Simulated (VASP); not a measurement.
# CsNiN (P-6m2) in VASP: further runs, part 2 of 2

VASP 6.6.1. The steps go on from the part before.

## 5. Single point, PBE, collinear spin, ferromagnetic start

This run uses another cell than the first one, of 30.50 Å³/atom.

Contents of INCAR:

```
SYSTEM = CsNiN
PREC     = Accurate       ! precision mode
ENCUT    = 520            ! plane-wave cutoff, eV
EDIFF    = 1E-6           ! SCF threshold, eV
ISMEAR   = -1             ! smearing method
SIGMA    = 0.05           ! smearing width, eV
LREAL    = .False.        ! projectors in reciprocal space
LASPH    = .True.         ! aspherical terms in the spheres
NELM     = 150            ! most SCF steps
ALGO     = Normal         ! electronic algorithm
ISIF     = 2              ! what is computed and relaxed
LWAVE    = .False.        ! write WAVECAR
LCHARG   = .False.        ! write CHGCAR
ISPIN    = 2              ! spin polarisation
MAGMOM   = 0 1 0          ! initial moments
LORBIT   = 11             ! projections on sites
LMAXMIX  = 4              ! l up to which the mixer works
GGA      = PE             ! functional
NBANDS   = 23             ! bands
```

Contents of KPOINTS:

```
Automatic mesh
0
Gamma
  6 6 8
  0 0 0
```

Contents of POSCAR:

```
CsNiN
1.0
    5.5369659567      0.0000000000      0.0000000000
   -2.7684829784      4.7951531784      0.0000000000
    0.0000000000      0.0000000000      3.4466570000
Cs Ni N
1 1 1
Direct
    0.6666666667      0.3333333333      0.5000000000
    0.3333333333      0.6666666667      0.0000000000
    0.3333333333      0.6666666667      0.5000000000
```

Potentials or basis: VASP PAW PBE potentials, release 64 (Cs_sv, Ni, N).

On the command line:

```
cat potpaw_PBE.64/Cs_sv/POTCAR potpaw_PBE.64/Ni/POTCAR potpaw_PBE.64/N/POTCAR > POTCAR
mpirun -np 1 vasp_std > vasp.out
```

OUTCAR:

```text
SYSTEM = CsNiN
   PREC = Accurate
   ENCUT = 520
   EDIFF = 1E-6
   ISMEAR = -1
   LREAL = .False.
   LASPH = .True.
   NELM = 150
   ISIF = 2
   ISPIN = 2
   LORBIT = 11
   GGA = PE

 ion  position               nearest neighbor table
   1  0.667  0.333  0.500-
   2  0.333  0.667  0.000-   3 1.72   3 1.72
   3  0.333  0.667  0.500-   2 1.72   2 1.72

  LATTYP: Found a hexagonal cell.
 ALAT       =     5.5369659567
 C/A-ratio  =     0.6224811615

  Lattice vectors:

 A1 = (   5.5369659567,   0.0000000000,   0.0000000000)
 A2 = (  -2.7684829784,   4.7951531784,   0.0000000000)
 A3 = (   0.0000000000,   0.0000000000,   3.4466570000)

Analysis of symmetry for initial positions (statically):
=====================================================================
 Subroutine PRICEL returns:
 Original cell was already a primitive cell.

 Routine SETGRP: Setting up the symmetry group for a
 hexagonal supercell.

 Subroutine GETGRP returns: Found 12 space group operations
 (whereof 12 operations were pure point group operations)
 out of a pool of 24 trial point group operations.

The static configuration has the point symmetry D_3h.

Analysis of symmetry for dynamics (positions and initial velocities):
=====================================================================
 Subroutine PRICEL returns:
 Original cell was already a primitive cell.

 Routine SETGRP: Setting up the symmetry group for a
 hexagonal supercell.

 Subroutine GETGRP returns: Found 12 space group operations
 (whereof 12 operations were pure point group operations)
 out of a pool of 24 trial point group operations.

The dynamic configuration has the point symmetry D_3h.

Analysis of structural, dynamic, and magnetic symmetry:
=====================================================================
 Subroutine PRICEL returns:
 Original cell was already a primitive cell.

 Routine SETGRP: Setting up the symmetry group for a
 hexagonal supercell.

[... 146 lines left out ...]
 Free energy of the ion-electron system (eV)
  ---------------------------------------------------
  ext. energy  EPLUGINS =         0.00000000
  ---------------------------------------------------
  free energy    TOTEN  =       -14.26385051 eV

  energy without entropy =      -14.25034408  energy(sigma->0) =      -14.25709729

 E-fermi :   1.4026     XC(G=0):  -7.6418

 val. band max:        1.3630459008   @ k =   0.5000   0.0000   0.2500
 cond. band min:       1.4594303797   @ k =   0.5000   0.0000   0.2500
 fundamental gap:      0.0963844789
 Fermi energy:         1.4026472064

 spin component 1

 k-point     1 :       0.0000    0.0000    0.0000
  band No.  band energies     occupation
      1     -20.8317      1.00000
      2     -12.7786      1.00000
      3      -7.6081      1.00000
      4      -7.6081      1.00000
      5      -6.3189      1.00000
      6      -0.8706      1.00000
[... 613 lines left out ...]
     22      10.8290      0.00000
     23      12.0785      0.00000

 [... further k-points ...]

 spin component 2

 k-point     1 :       0.0000    0.0000    0.0000
  band No.  band energies     occupation
      1     -20.8274      1.00000
      2     -12.5991      1.00000
      3      -7.5998      1.00000
      4      -7.5998      1.00000
      5      -6.3158      1.00000
      6      -0.6882      1.00000
[... 613 lines left out ...]
     22      10.8683      0.00000
     23      12.1015      0.00000

 [... further k-points ...]
[... 5 lines left out ...]
  --------------------------------------------------------------------------------------
  -------------------------------------------------------------------------------------
  Total        0.0612203      0.0612203      0.0906543     -0.0000000     -0.0000000      0.0000000
  in kB        1.0718489      1.0718489      1.5871813     -0.0000000     -0.0000000      0.0000000
  external PRESSURE =       1.2436264 kB  Pullay stress =       0.0000000 kB

 VOLUME and BASIS-vectors are now :
 -----------------------------------------------------------------------------
  energy-cutoff  :      520.00
  volume of cell :       91.51
      direct lattice vectors                 reciprocal lattice vectors
     5.536965957  0.000000000  0.000000000     0.180604325  0.104271956  0.000000000
    -2.768482978  4.795153178  0.000000000     0.000000000  0.208543911  0.000000000
     0.000000000  0.000000000  3.446657000     0.000000000  0.000000000  0.290136210

 POSITION                                       TOTAL-FORCE (eV/Angst)
 -----------------------------------------------------------------------------------
      2.76848      1.59838      1.72333        -0.000000      0.000000      0.000000
     -0.00000      3.19677      0.00000         0.000000     -0.000000      0.000000
     -0.00000      3.19677      1.72333        -0.000000      0.000000      0.000000
 -----------------------------------------------------------------------------------
    total drift:                               -0.000000      0.000000     -0.000000

  FREE ENERGIE OF THE ION-ELECTRON SYSTEM (eV)
  ---------------------------------------------------
  free  energy   TOTEN  =       -14.2638505103 eV

  energy  without entropy=      -14.2503440755  energy(sigma->0) =      -14.25709729

 total charge

# of ion       s       p       d       tot
------------------------------------------
    1        1.837   4.697   0.054   6.589
    2        0.624   0.618   8.317   9.560
    3        1.280   2.343   0.000   3.623
--------------------------------------------------
tot          3.742   7.658   8.372  19.771

 magnetization (x)

# of ion       s       p       d       tot
------------------------------------------
    1        0.000   0.003   0.002   0.005
    2       -0.001   0.013   0.212   0.224
    3        0.002   0.090   0.000   0.092
--------------------------------------------------
tot          0.002   0.107   0.214   0.322
```

stdout:

```text
POSCAR found type information on POSCAR CsNiN
 POSCAR found :  3 types and       3 ions
 scaLAPACK will be used
 LDA part: xc-table for (Slater+PW92), standard interpolation
 POSCAR, INCAR and KPOINTS ok, starting setup
 FFT: planning ... GRIDC
 FFT: planning ... GRID_SOFT
 FFT: planning ... GRID
 WAVECAR not read
 entering main loop
```

Wall time 3.3 min (1 thread of Intel Xeon 8259CL, shared host); peak memory 0.33 GiB.

What came out:

| Item | Value |
| --- | --- |
| Free energy | -14.2639 eV |
| Pressure | 0.1 GPa |
| Net moment | 0.40 μB per cell |
| Site moments | Cs +0.01; Ni +0.22; N +0.09 μB |
| Valence electrons inside the program's atomic spheres | Cs 6.59; Ni 9.56; N 3.62 |

Levels at points of the mesh, in eV from the Fermi level:
Spin up:
```
           k point  band 11  band 12  band 13  band 14  band 15  band 16
(0.00, 0.00, 0.00)    -2.01    -1.12    -1.12     2.00     3.41     5.00
(0.50, 0.00, 0.00)    -1.71    -1.22    -1.16     2.55     3.29     4.51
(0.00, 0.00, 0.50)    -0.89     1.21     1.21     3.02     3.02     4.61
(0.50, 0.00, 0.50)    -1.11     1.21     1.33     2.34     2.81     5.33
```
Spin down:
```
           k point  band 9  band 10  band 11  band 12  band 13  band 14
(0.00, 0.00, 0.00)   -2.01    -1.65    -1.65    -0.97    -0.97     2.06
(0.50, 0.00, 0.00)   -1.65    -1.64    -1.59    -1.07    -1.01     2.59
(0.00, 0.00, 0.50)   -1.04    -1.04    -0.80     1.54     1.54     3.04
(0.50, 0.00, 0.50)   -1.16    -0.98    -0.96     1.54     1.67     2.36
```

Caveat: spin-orbit coupling is left out, which moves the levels of the heavy elements; a cell with one magnetic atom can't hold antiferromagnetic order, which such compounds often take. With open d or f shells a metallic result of PBE can be an artefact of self-interaction; +U or a hybrid may open a gap.

## 6. Single point, PBE, collinear spin, ferromagnetic start

This run uses another cell than the first one, of 30.50 Å³/atom.

Contents of INCAR:

```
SYSTEM = CsNiN
ALGO = Normal ; EDIFF = 1E-6
ENCUT = 520 ; GGA = PE
ISIF = 2 ; ISMEAR = -1
ISPIN = 2 ; LASPH = .True.
LCHARG = .True. ; LELF = .True.
LMAXMIX = 4 ; LORBIT = 11
LREAL = .False. ; LVHAR = .True.
LWAVE = .False. ; MAGMOM = 0 -0.46 0
NBANDS = 23 ; NELM = 150
PREC = Accurate ; SIGMA = 0.05
```

Contents of KPOINTS:

```
k-points
0
Gamma
  6 6 8
  0 0 0
```

POSCAR is that of step 5.

Potentials or basis: VASP PAW PBE potentials, release 64 (Cs_sv, Ni, N).

On the command line:

```
cat potpaw_PBE.64/Cs_sv/POTCAR potpaw_PBE.64/Ni/POTCAR potpaw_PBE.64/N/POTCAR > POTCAR
mpirun -np 1 vasp_std > vasp.out
```

OUTCAR:

```text
SYSTEM = CsNiN
   EDIFF = 1E-6
   ENCUT = 520
   GGA = PE
   ISIF = 2
   ISMEAR = -1
   ISPIN = 2
   LASPH = .True.
   LORBIT = 11
   LREAL = .False.
   NELM = 150
   PREC = Accurate

 ion  position               nearest neighbor table
   1  0.667  0.333  0.500-
   2  0.333  0.667  0.000-   3 1.72   3 1.72
   3  0.333  0.667  0.500-   2 1.72   2 1.72

  LATTYP: Found a hexagonal cell.
 ALAT       =     5.5369659567
 C/A-ratio  =     0.6224811615
[... 1469 lines left out ...]

 VOLUME and BASIS-vectors are now :
 -----------------------------------------------------------------------------
  energy-cutoff  :      520.00
  volume of cell :       91.51
      direct lattice vectors                 reciprocal lattice vectors
     5.536965957  0.000000000  0.000000000     0.180604325  0.104271956  0.000000000
    -2.768482978  4.795153178  0.000000000     0.000000000  0.208543911  0.000000000
     0.000000000  0.000000000  3.446657000     0.000000000  0.000000000  0.290136210

 POSITION                                       TOTAL-FORCE (eV/Angst)
 -----------------------------------------------------------------------------------
      2.76848      1.59838      1.72333        -0.000000     -0.000000      0.000000
     -0.00000      3.19677      0.00000         0.000000      0.000000      0.000000
     -0.00000      3.19677      1.72333         0.000000     -0.000000      0.000000
 -----------------------------------------------------------------------------------
    total drift:                               -0.000000      0.000000     -0.000000

  FREE ENERGIE OF THE ION-ELECTRON SYSTEM (eV)
  ---------------------------------------------------
  free  energy   TOTEN  =       -14.2638504422 eV

  energy  without entropy=      -14.2503442215  energy(sigma->0) =      -14.25709733

 total charge

# of ion       s       p       d       tot
------------------------------------------
    1        1.837   4.697   0.054   6.589
    2        0.624   0.618   8.317   9.560
    3        1.280   2.343   0.000   3.623
--------------------------------------------------
tot          3.742   7.658   8.371  19.771

 magnetization (x)

# of ion       s       p       d       tot
------------------------------------------
    1       -0.000  -0.003  -0.002  -0.005
    2        0.001  -0.013  -0.212  -0.224
    3       -0.002  -0.090   0.000  -0.092
--------------------------------------------------
tot         -0.002  -0.107  -0.214  -0.322
```

OSZICAR:

```text
N       E                     dE             d eps       ncg     rms          rms(c)
DAV:   1     0.171611473175E+03    0.17161E+03   -0.98238E+03  3220   0.932E+02
DAV:   2     0.273404071356E+01   -0.16888E+03   -0.15460E+03  3514   0.222E+02
DAV:   3    -0.184028058872E+02   -0.21137E+02   -0.20780E+02  4074   0.883E+01
DAV:   4    -0.188525025090E+02   -0.44970E+00   -0.44934E+00  3507   0.145E+01
DAV:   5    -0.188594677449E+02   -0.69652E-02   -0.69647E-02  4107   0.175E+00    0.207E+01
DAV:   6    -0.218746714244E+02   -0.30152E+01   -0.53406E+01  4165   0.907E+01    0.261E+01
DAV:   7    -0.142501550706E+02    0.76245E+01   -0.16208E+01  3822   0.757E+01    0.425E+00
DAV:   8    -0.143150567810E+02   -0.64902E-01   -0.20220E+00  3880   0.706E+00    0.274E+00
DAV:   9    -0.142594121551E+02    0.55645E-01   -0.13176E-01  4439   0.552E+00    0.830E-01
DAV:  10    -0.142589953903E+02    0.41676E-03   -0.20355E-02  4149   0.192E+00    0.391E-01
DAV:  11    -0.142617963602E+02   -0.28010E-02   -0.66216E-03  3718   0.573E-01    0.159E-01
DAV:  12    -0.142631911605E+02   -0.13948E-02   -0.99879E-04  3975   0.267E-01    0.582E-02
DAV:  13    -0.142637702227E+02   -0.57906E-03   -0.65650E-04  4107   0.148E-01    0.441E-02
DAV:  14    -0.142638279212E+02   -0.57699E-04   -0.57893E-05  3843   0.424E-02    0.357E-02
DAV:  15    -0.142638465620E+02   -0.18641E-04   -0.44515E-05  4004   0.729E-02    0.891E-03
DAV:  16    -0.142638501715E+02   -0.36094E-05   -0.93601E-06  3836   0.166E-02    0.545E-03
DAV:  17    -0.142638504422E+02   -0.27076E-06   -0.81386E-07  3155   0.933E-03
   1 F= -.14263850E+02 E0= -.14257097E+02  d E =-.135062E-01  mag=    -0.4017
```

stdout:

```text
POSCAR found type information on POSCAR CsNiN
 POSCAR found :  3 types and       3 ions
 scaLAPACK will be used
 LDA part: xc-table for (Slater+PW92), standard interpolation
 POSCAR, INCAR and KPOINTS ok, starting setup
 FFT: planning ... GRIDC
 FFT: planning ... GRID_SOFT
 FFT: planning ... GRID
 WAVECAR not read
 entering main loop
```

Wall time 4.4 min (1 thread of Intel Xeon 8259CL, shared host); peak memory 0.33 GiB.

What came out:

| Quantity | Value |
| --- | --- |
| Free energy | -14.2639 eV |
| Pressure | 0.1 GPa |
| Net moment | -0.40 μB per cell |
| Site moments | Cs -0.01; Ni -0.22; N -0.09 μB |
| Valence electrons inside the program's atomic spheres | Cs 6.59; Ni 9.56; N 3.62 |

Levels at points of the mesh, in eV from the Fermi level:
Spin up:
```tsv
k point	band 9	band 10	band 11	band 12	band 13	band 14
(0.00, 0.00, 0.00)	-2.01	-1.65	-1.65	-0.97	-0.97	2.06
(0.50, 0.00, 0.00)	-1.65	-1.64	-1.59	-1.07	-1.01	2.59
(0.00, 0.00, 0.50)	-1.04	-1.04	-0.80	1.54	1.54	3.04
(0.50, 0.00, 0.50)	-1.16	-0.98	-0.96	1.54	1.67	2.36
```
Spin down:
```tsv
k point	band 9	band 10	band 11	band 12	band 13	band 14	band 15	band 16	band 17	band 18
(0.00, 0.00, 0.00)	-2.11	-2.01	-2.01	-1.12	-1.12	2.00	3.41	5.00	5.00	7.96
(0.50, 0.00, 0.00)	-2.00	-1.96	-1.71	-1.22	-1.16	2.55	3.29	4.51	5.57	5.93
(0.00, 0.00, 0.50)	-1.19	-1.19	-0.89	1.21	1.21	3.02	3.02	4.61	6.07	6.07
(0.50, 0.00, 0.50)	-1.24	-1.13	-1.11	1.21	1.33	2.34	2.81	5.33	5.86	6.98
```

Caveat: spin-orbit coupling is left out, which moves the levels of the heavy elements; a cell with one magnetic atom can't hold antiferromagnetic order, which such compounds often take.

## 7. Summary

```tsv
cell	gap on the mesh (eV)	pressure (GPa)	moment (μB)
a = 5.120, b = 5.120, c = 3.406 Å, angles 90.0, 90.0, 120.0°, 3 atoms	none	5.1	0.00
a = 5.335, b = 5.335, c = 3.428 Å, angles 90.0, 90.0, 120.0°, 3 atoms	none	2.1	0.32
a = 5.545, b = 5.545, c = 3.446 Å, angles 90.0, 90.0, 120.0°, 3 atoms	none	0.1	0.40
a = 5.537, b = 5.537, c = 3.447 Å, angles 90.0, 90.0, 120.0°, 3 atoms	none	0.1	0.40
```

Alike in all rows: task single point; level PBE; potentials or basis VASP PAW PBE potentials, release 64 (Cs_sv, Ni, N); spin collinear, ferromagnetic start; k mesh 6 × 6 × 8; cutoff (eV) 520; smearing fermi-dirac 0.05 eV.

Caveats: spin-orbit coupling is left out, which moves the levels of the heavy elements; a cell with one magnetic atom can't hold antiferromagnetic order, which such compounds often take (at least some runs); the cell stands under pressure (at least some runs).

Absolute energies hang on the potentials; compare differences alone.
